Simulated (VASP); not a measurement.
# Au16Cl in VASP: further runs

The runs below take Au16Cl through single point, with PBE.

Program: VASP 6.6.1. These are calculated values, not measurements. Logs are shortened: lines on timing, memory, paths and dates and some standing lists are left out, and cuts for length are marked.

### Step 1. The cell of the first run

The cell holds a slab with vacuum, 17 atoms: a = 8.160 Å, b = 5.770 Å, c = 16.327 Å, α = 90.00°, β = 90.00°, γ = 90.00°.

### Step 2. Single point, PBE

File INCAR:

```
PREC = Accurate ; ENCUT = 520
EDIFF = 1E-6 ; ISMEAR = 0
SIGMA = 0.05 ; LREAL = Auto
LASPH = True ; NELM = 80
ALGO = Normal ; ISIF = 2
LWAVE = False ; LCHARG = False
GGA = PE ; NBANDS = 106
```

File KPOINTS:

```
regular mesh
0
Gamma
  2 3 1
```

File POSCAR:

```
Au16Cl
1.0
    8.1600000000      0.0000000000      0.0000000000
    0.0000000000      5.7699910000      0.0000000000
    0.0000000000      0.0000000000     16.3274940000
Au Cl
16 1
Direct
    0.2500000000      0.2500000000      0.0612464000
    0.7500000000      0.2500000000      0.0612464000
    0.2500000000      0.7500000000      0.0612464000
    0.7500000000      0.7500000000      0.0612464000
   -0.0004577655      0.0000041024      0.1390337549
    0.5011611888     -0.0000423842      0.1395449903
   -0.0004594554      0.4999741122      0.1390096298
    0.5011794447      0.5000069962      0.1395068045
   -0.0492168979      0.2499818772      0.2901414218
    0.5508440413      0.2499936504      0.2905667813
   -0.0570509738      0.7499416238      0.2910506168
    0.5609664977      0.7499456501      0.2914550961
   -0.2499838737     -0.0087453217      0.4044470121
    0.2506110512     -0.0032773771      0.2661061618
   -0.2499772684      0.5086602133      0.4044462609
    0.2506178336      0.5032288535      0.2659518131
   -0.2344326712      0.2499827993      0.5237427132
```

Potentials or basis: VASP PAW PBE potentials, release 64 (Au, Cl).

Run with:

```
cat potpaw_PBE.64/Au/POTCAR potpaw_PBE.64/Cl/POTCAR > POTCAR
mpirun -np 1 vasp_std > vasp.out
```

OUTCAR:

```text
PREC = Accurate
   ENCUT = 520
   EDIFF = 1E-6
   ISMEAR = 0
   LREAL = Auto
   LASPH = True
   NELM = 80
   ISIF = 2
   GGA = PE

 ion  position               nearest neighbor table
   1  0.250  0.250  0.061-   7 2.81   5 2.81   8 2.81   6 2.81   3 2.88   3 2.88
   2  0.750  0.250  0.061-   8 2.80   7 2.80   6 2.80   5 2.80   4 2.88   4 2.88
   3  0.250  0.750  0.061-   7 2.81   5 2.81   8 2.81   6 2.81   1 2.88   1 2.88
   4  0.750  0.750  0.061-   8 2.80   6 2.80   7 2.80   5 2.80   2 2.88   2 2.88
   5  1.000  0.000  0.139-   2 2.80   4 2.80   1 2.81   3 2.81   7 2.88   7 2.89   9 2.89  11 2.91
                            14 2.92
   6  0.501  1.000  0.140-   4 2.80   2 2.80   3 2.81   1 2.81   8 2.88   8 2.89  10 2.89  14 2.91
                            12 2.91
   7  1.000  0.500  0.139-   2 2.80   4 2.80   1 2.81   3 2.81   5 2.88   5 2.89   9 2.89  11 2.91
                            16 2.91
   8  0.501  0.500  0.140-   4 2.80   2 2.80   3 2.81   1 2.81   6 2.88   6 2.89  10 2.89  16 2.91
                            12 2.91
   9  0.951  0.250  0.290-  14 2.88  16 2.88   5 2.89  11 2.89   7 2.89  11 2.89  15 2.90  13 2.90
                            10 3.26
  10  0.551  0.250  0.291-  14 2.88  16 2.88   6 2.89  15 2.89  13 2.89   8 2.89  12 2.89  12 2.89
                             9 3.26
  11  0.943  0.750  0.291-  15 2.80  13 2.80   9 2.89   9 2.89   5 2.91   7 2.91  14 2.91  16 2.92
                            12 3.12
  12  0.561  0.750  0.291-  15 2.78  13 2.78  10 2.89  10 2.89   6 2.91   8 2.91  14 2.93  16 2.93
                            11 3.12
  13  0.750  0.991  0.404-  17 2.46  12 2.78  15 2.78  11 2.80  10 2.89   9 2.90  15 2.99
  14  0.251  0.997  0.266-  16 2.85   9 2.88  10 2.88   6 2.91  11 2.91   5 2.92  16 2.92  12 2.93

  15  0.750  0.509  0.404-  17 2.46  12 2.78  13 2.78  11 2.80  10 2.89   9 2.90  13 2.99
  16  0.251  0.503  0.266-  14 2.85   9 2.88  10 2.88   8 2.91   7 2.91  11 2.92  14 2.92  12 2.93

  17  0.766  0.250  0.524-  15 2.46  13 2.46

  LATTYP: Found a simple orthorhombic cell.
 ALAT       =     5.7699910000
 B/A-ratio  =     1.4142136444
 C/A-ratio  =     2.8297260776

  Lattice vectors:

 A1 = (   0.0000000000,  -5.7699910000,   0.0000000000)
 A2 = (   8.1600000000,   0.0000000000,   0.0000000000)
 A3 = (   0.0000000000,   0.0000000000,  16.3274940000)

Analysis of symmetry for initial positions (statically):
=====================================================================
 Subroutine PRICEL returns:
 Original cell was already a primitive cell.

 Routine SETGRP: Setting up the symmetry group for a
 simple orthorhombic supercell.

 Subroutine GETGRP returns: Found  1 space group operations
 (whereof  1 operations were pure point group operations)
 out of a pool of  8 trial point group operations.

[... 133 lines left out ...]
   PSTRESS=    0.0 pullay stress
   NELECT =     183.0000    total number of electrons
   NUPDOWN=      -1.0000    fix difference up-down
   EMIN   =  10.00;   EMAX   =-10.00  energy-range for DOS
   EFERMI =   0.00;   METHOD = LEGACY
   ISMEAR =     0;   SIGMA  =   0.05  broadening in eV -4-tet -1-fermi 0-gaus
   EFERMI_NEDOS =   21; number of points for ismear=-14 and -15
   IALGO  =     38    algorithm
   IMIX   =      4    mixing-type and parameters
     AMIX     =   0.40;   BMIX     =  1.00
     AMIX_MAG =   1.60;   BMIX_MAG =  1.00
  volume/ion in A,a.u.               =      45.22       305.16
  Fermi-wavevector in a.u.,A,eV,Ry     =   1.014605  1.917325 14.006149  1.029423
  Thomas-Fermi vector in A             =   2.147842
   LORBIT       =      0    0 simple, 1 ext, 2 COOP (PROOUT), +10 PAW based schemes
   GGA     = PE    functional components
   LHFCALC =     F    Hartree Fock is set to
   AEXX    =    0.0000 exact exchange contribution
   IVDW    =     0    specifies the selected vdW correction
   LEPSILON=     F    determine dielectric tensor
   LRPA    =     F    only Hartree local field effects (RPA)
 non-spin polarized calculation
 Gauss-broadening in eV      SIGMA  =   0.05
  energy-cutoff  :      520.00
  volume of cell :      768.75
 maximum number of plane-waves:     20751
 NGX is ok and might be reduce to    64
   NGX = 31   NGY = 21   NGZ = 61

 number of electron     183.0000006 magnetization

 Free energy of the ion-electron system (eV)
  ---------------------------------------------------
  ext. energy  EPLUGINS =         0.00000000
  ---------------------------------------------------
  free energy    TOTEN  =       -49.77331017 eV

  energy without entropy =      -49.75358732  energy(sigma->0) =      -49.76344875

 E-fermi :   0.0335     XC(G=0):  -6.0493

 val. band max:        0.0308246917   @ k =   0.0000   0.3333   0.0000
 cond. band min:       0.0680385578   @ k =   0.0000   0.3333   0.0000
 fundamental gap:      0.0372138661
 Fermi energy:         0.0334747008

 k-point     1 :       0.0000    0.0000    0.0000
  band No.  band energies     occupation
      1     -15.1916      2.00000
      2      -7.8232      2.00000
      3      -6.7582      2.00000
      4      -6.4990      2.00000
      5      -6.2187      2.00000
      6      -6.0042      2.00000
[... 413 lines left out ...]
    102       3.7513      0.00000
    103       4.1147      0.00000
 [bands above 103 left out]

------------------------ aborting loop because EDIFF is reached ----------------------------------------

  FORCE on cell =-STRESS in cart. coord.  units (eV):
  Direction    XX          YY          ZZ          XY          YZ          ZX
  --------------------------------------------------------------------------------------
  -------------------------------------------------------------------------------------
  Total       -3.6532105    -14.7501694     -0.4783332     -0.0002628      0.0014215     -0.0181974
  in kB       -7.6137823    -30.7413377     -0.9969108     -0.0005477      0.0029626     -0.0379258
  external PRESSURE =     -13.1173436 kB  Pullay stress =       0.0000000 kB

 VOLUME and BASIS-vectors are now :
 -----------------------------------------------------------------------------
  energy-cutoff  :      520.00
  volume of cell :      768.75
      direct lattice vectors                 reciprocal lattice vectors
     8.160000000  0.000000000  0.000000000     0.122549020  0.000000000  0.000000000
     0.000000000  5.769991000  0.000000000     0.000000000  0.173310496  0.000000000
     0.000000000  0.000000000 16.327494000     0.000000000  0.000000000  0.061246386

 POSITION                                       TOTAL-FORCE (eV/Angst)
 -----------------------------------------------------------------------------------
      2.04000      1.44250      1.00000         0.023816     -0.001013     -0.090958
      6.12000      1.44250      1.00000        -0.011578     -0.000918      0.089942
      2.04000      4.32749      1.00000         0.012863      0.000609     -0.062231
      6.12000      4.32749      1.00000        -0.007049      0.000509      0.096733
      8.15626      0.00002      2.27007        -0.004429      0.004337      0.004653
      4.08948      5.76975      2.27842        -0.006706      0.001027      0.009725
[... 9 lines left out ...]
      2.04504      2.90363      4.34233         0.016033      0.000243     -0.015009
      6.24703      1.44240      8.55141        -0.007505     -0.000431     -0.017884
 -----------------------------------------------------------------------------------
    total drift:                                0.003946      0.000459      0.007728

  FREE ENERGIE OF THE ION-ELECTRON SYSTEM (eV)
  ---------------------------------------------------
  free  energy   TOTEN  =       -49.7733101742 eV

  energy  without entropy=      -49.7535873249  energy(sigma->0) =      -49.76344875
```

OSZICAR:

```text
N       E                     dE             d eps       ncg     rms          rms(c)
DAV:   1     0.123512603865E+04    0.12351E+04   -0.81050E+04   848   0.147E+03
DAV:   2     0.345614092716E+02   -0.12006E+04   -0.11265E+04   982   0.293E+02
DAV:   3    -0.512068210559E+02   -0.85768E+02   -0.82352E+02  1000   0.684E+01
DAV:   4    -0.538668365412E+02   -0.26600E+01   -0.26446E+01   960   0.124E+01
[... 14 lines left out ...]
DAV:  19    -0.497732845978E+02   -0.17658E-04   -0.21484E-06   696   0.320E-03    0.109E-03
DAV:  20    -0.497733004475E+02   -0.15850E-04   -0.21028E-06   680   0.206E-03    0.512E-04
DAV:  21    -0.497733059219E+02   -0.54744E-05   -0.54662E-07   576   0.113E-03    0.362E-04
DAV:  22    -0.497733095371E+02   -0.36151E-05   -0.59192E-07   566   0.886E-04    0.222E-04
DAV:  23    -0.497733101742E+02   -0.63716E-06   -0.16799E-07   560   0.572E-04
   1 F= -.49773310E+02 E0= -.49763449E+02  d E =-.197228E-01
```

stdout:

```text
POSCAR found type information on POSCAR AuCl
 POSCAR found :  2 types and      17 ions
 scaLAPACK will be used
 LDA part: xc-table for (Slater+PW92), standard interpolation
 POSCAR, INCAR and KPOINTS ok, starting setup
 FFT: planning ... GRIDC
 FFT: planning ... GRID_SOFT
 FFT: planning ... GRID
 WAVECAR not read
 entering main loop
```

Wall time 17 min (1 thread of Intel Xeon Platinum 8259CL at 2.50GHz (Skylake/Cascade Lake), shared host); peak memory 0.83 GiB.

What came out:

* Free energy: -49.7733 eV
* Largest force: 0.097 eV/Å
* Band gap on the k mesh: zero (an odd number of electrons rules out a gap without spin polarisation)

Forces in eV/Å, atoms in the order of the input:
```
Au   0.024 -0.001 -0.091
Au  -0.012 -0.001  0.090
Au   0.013  0.001 -0.062
Au  -0.007  0.001  0.097
Au  -0.004  0.004  0.005
Au  -0.007  0.001  0.010
Au  -0.006 -0.004  0.005
Au  -0.006 -0.001  0.010
Au  -0.004 -0.001 -0.003
Au  -0.008 -0.001 -0.015
Au  -0.016  0.001  0.014
Au  -0.013  0.001 -0.022
Au   0.011  0.015  0.008
Au   0.016  0.000 -0.021
Au   0.011 -0.015  0.008
Au   0.016  0.000 -0.015
Cl  -0.008  0.000 -0.018
```

Caveat: the k points lie up to 0.38 Å⁻¹ apart, too coarse for converged energies and pressures of a metal; there is no dipole correction, which matters where the two faces differ; spin-orbit coupling is left out, which moves the levels of the heavy elements.

### Step 3. Single point, PBE

File INCAR:

```
  PREC = Accurate
  ENCUT = 520
  EDIFF = 1E-6
  ISMEAR = 0
  SIGMA = 0.05
  LREAL = Auto
  LASPH = T
  NELM = 80
  ALGO = Normal
  ISIF = 2
  LWAVE = F
  LCHARG = F
  GGA = PE
  NBANDS = 106
```

File KPOINTS:

```
Automatic mesh
0
Gamma
  2 3 1
```

File POSCAR:

```
Au16Cl
1.0
    8.1600000000      0.0000000000      0.0000000000
    0.0000000000      5.7699910000      0.0000000000
    0.0000000000      0.0000000000     16.3274940000
Au Cl
16 1
Direct
    0.2500000000      0.2500000433      0.0612463860
    0.7500000000      0.2500000433      0.0612463860
    0.2500000000      0.7499999567      0.0612463860
    0.7500000000      0.7499999567      0.0612463860
   -0.0004577206      0.0000041595      0.1390337672
    0.5011611520     -0.0000424611      0.1395449908
   -0.0004594363      0.4999740901      0.1390096361
    0.5011794118      0.5000070191      0.1395067731
   -0.0492169118      0.2499818457      0.2901414020
    0.5508439951      0.2499936308      0.2905667581
   -0.0570509804      0.7499415510      0.2910506046
    0.5609665441      0.7499457105      0.2914550757
   -0.2499838235     -0.0087452476      0.4044470021
    0.2506110294     -0.0032773015      0.2661061765
   -0.2499773284      0.5086602388      0.4044462671
    0.2506177696      0.5032288612      0.2659518356
   -0.2344327206      0.2499828856      0.5237427128
```

Potentials or basis: VASP PAW PBE potentials, release 64 (Au, Cl).

Run with:

```
cat potpaw_PBE.64/Au/POTCAR potpaw_PBE.64/Cl/POTCAR > POTCAR
mpirun -np 1 vasp_std > vasp.out
```

Wall time 22 min (1 thread of Intel Xeon Platinum 8259CL at 2.50GHz (Skylake/Cascade Lake), shared host); peak memory 0.83 GiB.

It converged, with:

| Quantity | Value |
| --- | --- |
| Free energy | -49.7733 eV |
| Largest force | 0.097 eV/Å |
| Band gap on the k mesh | zero (an odd number of electrons rules out a gap without spin polarisation) |

Forces on the atoms (eV/Å):
```
Au   0.024 -0.001 -0.091
Au  -0.012 -0.001  0.090
Au   0.013  0.001 -0.062
Au  -0.007  0.001  0.097
Au  -0.004  0.004  0.005
Au  -0.007  0.001  0.010
Au  -0.006 -0.004  0.005
Au  -0.006 -0.001  0.010
Au  -0.004 -0.001 -0.003
Au  -0.008 -0.001 -0.015
Au  -0.016  0.001  0.014
Au  -0.013  0.001 -0.022
Au   0.011  0.015  0.008
Au   0.016  0.000 -0.021
Au   0.011 -0.015  0.008
Au   0.016  0.000 -0.015
Cl  -0.008  0.000 -0.018
```

Levels at points of the mesh, in eV from the Fermi level:
```
           k point  band 89  band 90  band 91  band 92  band 93  band 94
(0.00, 0.00, 0.00)    -1.12    -0.92    -0.01     0.52     0.58     1.22
(0.50, 0.00, 0.00)    -0.91     0.24     0.58     0.72     0.88     0.92
```

Caveat: the k points lie up to 0.38 Å⁻¹ apart, too coarse for converged energies and pressures of a metal; there is no dipole correction, which matters where the two faces differ; spin-orbit coupling is left out, which moves the levels of the heavy elements.

The gap in the log of VASP goes by the Fermi energy; the results here count the filled bands.